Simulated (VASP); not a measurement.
A run of VASP 6.6.1 is set up as follows.

The input INCAR:

```
SYSTEM = CsSnI3
PREC = Accurate
ENCUT = 520
EDIFF = 1E-7
ISMEAR = -1
SIGMA = 0.05
LREAL = .False.
LASPH = .True.
NELM = 100
ALGO = Normal
ISIF = 2
LWAVE = .False.
LCHARG = .True.
GGA = PE
LELF = .True.
LVHAR = .True.
NBANDS = 30
```

KPOINTS

```
Automatic mesh
0
Gamma
  5 5 5
  0 0 0
```

POSCAR

```
CsSnI3
1.0
    6.2057000000      0.0000000000      0.0000000000
    0.0000000000      6.2057000000      0.0000000000
    0.0000000000      0.0000000000      6.2057000000
Cs I Sn
1 3 1
Direct
   -0.0046040000     -0.0063440000     -0.0024430000
    0.5055680000      0.4964260000      0.0078710000
    0.4983430000     -0.0032340000      0.4959610000
    0.0130460000      0.5027980000      0.4980340000
    0.4995800000      0.5014670000      0.4972100000
```

Potentials or basis: VASP PAW PBE potentials, release 64 (Cs_sv, I, Sn_d).

Launch:

```bash
$ cat potpaw_PBE.64/Cs_sv/POTCAR potpaw_PBE.64/I/POTCAR potpaw_PBE.64/Sn_d/POTCAR > POTCAR
$ mpirun -np 1 vasp_std > vasp.out
```

(1) Predict the band gap on the k mesh.

(2) Estimate the largest force.

(3) Predict the pressure.

Results:

(1) 1.72 eV.

(2) 0.145 eV/Å.

(3) 0.6 GPa.

Caveat: the cell differs from its parent crystal (atoms moved at random); spin-orbit coupling is left out, which moves the levels of the heavy elements; an odd mesh through Γ misses points on the zone boundary, where band edges can lie.
